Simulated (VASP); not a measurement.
# Si2Mo (I4/mmm) in VASP: single point with PBE

Aim: the single point of Si2Mo with PBE.

All numbers are computed with VASP 6.6.1; they aren't measurements. Logs are shortened: lines on timing, memory, paths and dates and some standing lists are left out, and cuts for length are marked.

### Step 1. The cell of the first run

Symmetry: I4/mmm, No. 139, tetragonal system. The conventional cell has a = 3.217 Å, b = 3.217 Å, c = 7.873 Å, α = 90.00°, β = 90.00°, γ = 90.00°. Within 3.4 Å of Si (site symmetry 4mm) lie 9 Si at 2.60 to 3.22 Å and 5 Mo at 2.62 to 2.64 Å. Within 3.5 Å of Mo (site symmetry 4/mmm) lie 10 Si at 2.62 to 2.64 Å and 4 Mo at 3.22 Å.

### Step 2. Single point, PBE

Contents of INCAR:

```
PREC = Accurate
ENCUT = 520
EDIFF = 1E-6
ISMEAR = 1
SIGMA = 0.1
LREAL = False
LASPH = True
NELM = 100
ALGO = Normal
ISIF = 2
LWAVE = False
LCHARG = True
GGA = PE
LELF = True
LVHAR = True
NBANDS = 18
```

Contents of KPOINTS:

```
regular mesh
0
Gamma
  20 20 20
```

Contents of POSCAR:

```
Si2Mo
1.0
   -1.6084461605      1.6084461605      3.9364078612
    1.6084461605     -1.6084461605      3.9364078612
    1.6084461605      1.6084461605     -3.9364078612
Si Mo
2 1
Direct
    0.3351158463      0.3351158463      0.0000000000
    0.6648841537      0.6648841537      0.0000000000
    0.0000000000      0.0000000000      0.0000000000
```

Potentials or basis: VASP PAW PBE potentials, release 64 (Si, Mo_sv).

Command:

```
> cat potpaw_PBE.64/Si/POTCAR potpaw_PBE.64/Mo_sv/POTCAR > POTCAR
> mpirun -np 1 vasp_std > vasp.out
```

OUTCAR:

```text
PREC = Accurate
   ENCUT = 520
   EDIFF = 1E-6
   ISMEAR = 1
   LREAL = False
   LASPH = True
   NELM = 100
   ISIF = 2
   GGA = PE

 ion  position               nearest neighbor table
   1  0.335  0.335  0.000-   2 2.60   3 2.62   3 2.62   3 2.62   3 2.62   3 2.64   2 2.64   2 2.64
                             2 2.64   2 2.64
   2  0.665  0.665  0.000-   1 2.60   3 2.62   3 2.62   3 2.62   3 2.62   3 2.64   1 2.64   1 2.64
                             1 2.64   1 2.64
   3  0.000  0.000  0.000-   2 2.62   1 2.62   2 2.62   1 2.62   2 2.62   1 2.62   1 2.62   2 2.62
                             1 2.64   2 2.64

  LATTYP: Found a body centered tetragonal cell.
 ALAT       =     3.2168923210
 C/A-ratio  =     2.4473357939

  Lattice vectors:

 A1 = (  -1.6084461605,   1.6084461605,   3.9364078612)
 A2 = (   1.6084461605,  -1.6084461605,   3.9364078612)
 A3 = (   1.6084461605,   1.6084461605,  -3.9364078612)

Analysis of symmetry for initial positions (statically):
=====================================================================
 Subroutine PRICEL returns:
 Original cell was already a primitive cell.

 Routine SETGRP: Setting up the symmetry group for a
 body centered tetragonal supercell.

 Subroutine GETGRP returns: Found 16 space group operations
 (whereof 16 operations were pure point group operations)
 out of a pool of 16 trial point group operations.

The static configuration has the point symmetry D_4h.

Analysis of symmetry for dynamics (positions and initial velocities):
=====================================================================
 Subroutine PRICEL returns:
 Original cell was already a primitive cell.

 Routine SETGRP: Setting up the symmetry group for a
 body centered tetragonal supercell.

 Subroutine GETGRP returns: Found 16 space group operations
 (whereof 16 operations were pure point group operations)
 out of a pool of 16 trial point group operations.

The dynamic configuration has the point symmetry D_4h.

 Subroutine INISYM returns: Found 16 space group operations
 (whereof 16 operations are pure point group operations),
 and found     1 'primitive' translations

----------------------------------------------------------------------------------------

                                     Primitive cell

  volume of cell :      40.7355

  direct lattice vectors                    reciprocal lattice vectors
    -1.608446160  1.608446160  3.936407861     0.000000000  0.310859022  0.127019358
     1.608446160 -1.608446160  3.936407861     0.310859022  0.000000000  0.127019358
     1.608446160  1.608446160 -3.936407861     0.310859022  0.310859022  0.000000000

  length of vectors
     4.546372725  4.546372725  4.546372725     0.335808351  0.335808351  0.439621045

  position of ions in fractional coordinates (direct lattice)
     0.335115846  0.335115846  0.000000000
     0.664884154  0.664884154  0.000000000
     0.000000000  0.000000000  0.000000000

  ion indices of the primitive-cell ions
   primitive index   ion index
                 1           1
                 2           2
                 3           3

----------------------------------------------------------------------------------------

 KPOINTS: regular mesh

Automatic generation of k-mesh.
 Grid dimensions read from file:
 generate k-points for:   20   20   20

 Generating k-lattice:

  Cartesian coordinates                     Fractional coordinates (reciprocal lattice)
     0.000000000  0.015542951  0.006350968     0.050000000  0.000000000  0.000000000
     0.015542951  0.000000000  0.006350968     0.000000000  0.050000000  0.000000000
     0.015542951  0.015542951  0.000000000     0.000000000  0.000000000  0.050000000

  Length of vectors
     0.016790418  0.016790418  0.021981052

  Shift w.r.t. Gamma in fractional coordinates (k-lattice)
     0.000000000  0.000000000  0.000000000

 Subroutine IBZKPT returns following result:
 ===========================================

 Found    641 irreducible k-points:

 Following reciprocal coordinates:
            Coordinates               Weight
  0.000000  0.000000  0.000000      1.000000
  0.050000  0.000000  0.000000      8.000000
  0.100000  0.000000 -0.000000      8.000000
  0.150000  0.000000  0.000000      8.000000
  0.200000  0.000000 -0.000000      8.000000
  0.250000  0.000000  0.000000      8.000000
[... 16 lines left out ...]
 -0.400000  0.050000  0.000000     16.000000
 -0.350000  0.050000  0.000000     16.000000
 [... further k-points ...]
   k-points           NKPTS =    641   k-points in BZ     NKDIM =    641   number of bands    NBANDS=     18
   number of dos      NEDOS =    301   number of ions     NIONS =      3
   total plane-waves  NPLWV =  46656
   dimension x,y,z NGX =    36 NGY =   36 NGZ =   36
   dimension x,y,z NGXF=    72 NGYF=   72 NGZF=   72
   ions per type =               2   1
   NGX,Y,Z   is equivalent  to a cutoff of  13.16, 13.16, 13.16 a.u.
   NGXF,Y,Z  is equivalent  to a cutoff of  26.33, 26.33, 26.33 a.u.
 SYSTEM =  unknown system
   PREC   = accura    normal or accurate (medium, high low for compatibility)
   ISTART =      0    job   : 0-new  1-cont  2-samecut
   ICHARG =      2    charge: 1-file 2-atom 10-const
   ISPIN  =      1    spin polarized calculation?
   LNONCOLLINEAR =      F non collinear calculations
   LSORBIT =      F    spin-orbit coupling
   LASPH  =      T    aspherical Exc in radial PAW
   ENCUT  =  520.0 eV  38.22 Ry    6.18 a.u.   8.45  8.45  8.45*2*pi/ulx,y,z
   NELM   =    100;   NELMIN=  2; NELMDL= -5     # of ELM steps
   EDIFF  = 0.1E-05   stopping-criterion for ELM
   LREAL  =      F    real-space projection
   EDIFFG = 0.1E-04   stopping-criterion for IOM
   NSW    =      0    number of steps for IOM
   IBRION =     -1    ionic relax: 0-MD 1-quasi-New 2-CG
   NFREE  =      0    steps in history (QN), initial steepest desc. (CG)
   ISIF   =      2    stress and relaxation
   ISYM   =      2    0-nonsym 1-usesym 2-fastsym
   POTIM  = 0.5000    time-step for ionic-motion
   TEBEG  =    0.0;   TEEND  =   0.0 temperature during run
   PSTRESS=    0.0 pullay stress
   NELECT =      22.0000    total number of electrons
   NUPDOWN=      -1.0000    fix difference up-down
   EMIN   =  10.00;   EMAX   =-10.00  energy-range for DOS
   EFERMI =   0.00;   METHOD = LEGACY
   ISMEAR =     1;   SIGMA  =   0.10  broadening in eV -4-tet -1-fermi 0-gaus
   EFERMI_NEDOS =   21; number of points for ismear=-14 and -15
   IALGO  =     38    algorithm
   IMIX   =      4    mixing-type and parameters
     AMIX     =   0.40;   BMIX     =  1.00
     AMIX_MAG =   1.60;   BMIX_MAG =  1.00
  volume/ion in A,a.u.               =      13.58        91.63
  Fermi-wavevector in a.u.,A,eV,Ry     =   1.333188  2.519360 24.182857  1.777390
  Thomas-Fermi vector in A             =   2.462065
   LORBIT       =      0    0 simple, 1 ext, 2 COOP (PROOUT), +10 PAW based schemes
   GGA     = PE    functional components
   LHFCALC =     F    Hartree Fock is set to
   AEXX    =    0.0000 exact exchange contribution
   IVDW    =     0    specifies the selected vdW correction
   LEPSILON=     F    determine dielectric tensor
   LRPA    =     F    only Hartree local field effects (RPA)
 non-spin polarized calculation
 Methfessel and Paxton  Order N= 1 SIGMA  =   0.10
  energy-cutoff  :      520.00
  volume of cell :       40.74
 maximum number of plane-waves:      1134
 NGX is ok and might be reduce to    36
   NGX = 17   NGY = 17   NGZ = 17

 number of electron      22.0000000 magnetization

 Free energy of the ion-electron system (eV)
  ---------------------------------------------------
  ext. energy  EPLUGINS =         0.00000000
  ---------------------------------------------------
  free energy    TOTEN  =       -23.26172861 eV

  energy without entropy =      -23.26184366  energy(sigma->0) =      -23.26176696

 E-fermi :  12.0760     XC(G=0): -12.3691

 val. band max:       12.0753898024   @ k =  -0.4500   0.4500   0.3500
 cond. band min:      12.0777238970   @ k =  -0.4500   0.5000   0.3000
 fundamental gap:      0.0023340946
 Fermi energy:        12.0759581224

 k-point     1 :       0.0000    0.0000    0.0000
  band No.  band energies     occupation
      1     -48.6635      2.00000
      2     -22.8049      2.00000
      3     -22.7379      2.00000
      4     -22.7379      2.00000
      5      -1.2492      2.00000
      6       5.7645      2.00000
[... 10 lines left out ...]
     17      17.1218      0.00000
     18      17.1218      0.00000

 k-point     2 :       0.0500    0.0000    0.0000
  band No.  band energies     occupation
      1     -48.6630      2.00000
      2     -22.8044      2.00000
      3     -22.7439      2.00000
      4     -22.7373      2.00000
      5      -1.2041      2.00000
      6       5.7664      2.00000
[... 10 lines left out ...]
     17      17.1495      0.00000
     18      17.4293      0.00000

 k-point     3 :       0.1000    0.0000   -0.0000
  band No.  band energies     occupation
      1     -48.6618      2.00000
      2     -22.8031      2.00000
      3     -22.7614      2.00000
      4     -22.7357      2.00000
      5      -1.0697      2.00000
      6       5.7650      2.00000
[... 10 lines left out ...]
     17      17.2826      0.00000
     18      18.1216      0.00000

 k-point     4 :       0.1500    0.0000    0.0000
  band No.  band energies     occupation
      1     -48.6599      2.00000
      2     -22.8012      2.00000
      3     -22.7885      2.00000
      4     -22.7332      2.00000
      5      -0.8485      2.00000
      6       5.7356      2.00000
[... 375 lines left out ...]
      4     -22.7212      2.00000
      5       1.9259      2.00000
      6       3.3300      2.00000
[... 10 lines left out ...]
     17      18.8926      0.00000
     18      19.8436      0.00000

 k-point    23 :      -0.4000    0.0500    0.0000
  band No.  band energies     occupation
      1     -48.6475      2.00000
      2     -22.9564      2.00000
      3     -22.7868      2.00000
      4     -22.7228      2.00000
      5       1.3247      2.00000
      6       3.9551      2.00000
[... 10 lines left out ...]
     17      18.9717      0.00000
     18      20.5864      0.00000

 k-point    24 :      -0.3500    0.0500    0.0000
  band No.  band energies     occupation
      1     -48.6494      2.00000
      2     -22.9301      2.00000
      3     -22.7888      2.00000
      4     -22.7254      2.00000
      5       0.7652      2.00000
      6       4.5585      2.00000
[... 10 lines left out ...]
     17      19.0661      0.00000
     18      20.7267      0.00000

 [... further k-points ...]

------------------------ aborting loop because EDIFF is reached ----------------------------------------

  FORCE on cell =-STRESS in cart. coord.  units (eV):
  Direction    XX          YY          ZZ          XY          YZ          ZX
  --------------------------------------------------------------------------------------
  -------------------------------------------------------------------------------------
  Total        0.0455922      0.0455922      0.0371792      0.0000000      0.0000000      0.0000000
  in kB        1.7931965      1.7931965      1.4623044      0.0000000      0.0000000      0.0000000
  external PRESSURE =       1.6828991 kB  Pullay stress =       0.0000000 kB

 VOLUME and BASIS-vectors are now :
 -----------------------------------------------------------------------------
  energy-cutoff  :      520.00
  volume of cell :       40.74
      direct lattice vectors                 reciprocal lattice vectors
    -1.608446160  1.608446160  3.936407861     0.000000000  0.310859022  0.127019358
     1.608446160 -1.608446160  3.936407861     0.310859022  0.000000000  0.127019358
     1.608446160  1.608446160 -3.936407861     0.310859022  0.310859022  0.000000000

 POSITION                                       TOTAL-FORCE (eV/Angst)
 -----------------------------------------------------------------------------------
      0.00000      0.00000      2.63831         0.000000      0.000000     -0.004032
      0.00000      0.00000      5.23451        -0.000000     -0.000000      0.004032
      0.00000      0.00000      0.00000        -0.000000     -0.000000      0.000000
 -----------------------------------------------------------------------------------
    total drift:                                0.000000      0.000000     -0.000000

  FREE ENERGIE OF THE ION-ELECTRON SYSTEM (eV)
  ---------------------------------------------------
  free  energy   TOTEN  =       -23.2617286119 eV

  energy  without entropy=      -23.2618436636  energy(sigma->0) =      -23.26176696
```

Wall time 11 min (1 thread of Intel Xeon 8259CL, shared host); peak memory 0.56 GiB.

Results:

```yaml
Free_energy: -23.2617 eV
Pressure: 0.2 GPa
Largest_force: 0.004 eV/Å
Band_gap_on_the_k_mesh: zero (bands 11 and 12 overlap by 0.95 eV)
```

Forces in eV/Å, atoms in the order of the input:
```
Si   0.000  0.000 -0.004
Si   0.000  0.000  0.004
Mo   0.000  0.000  0.000
```
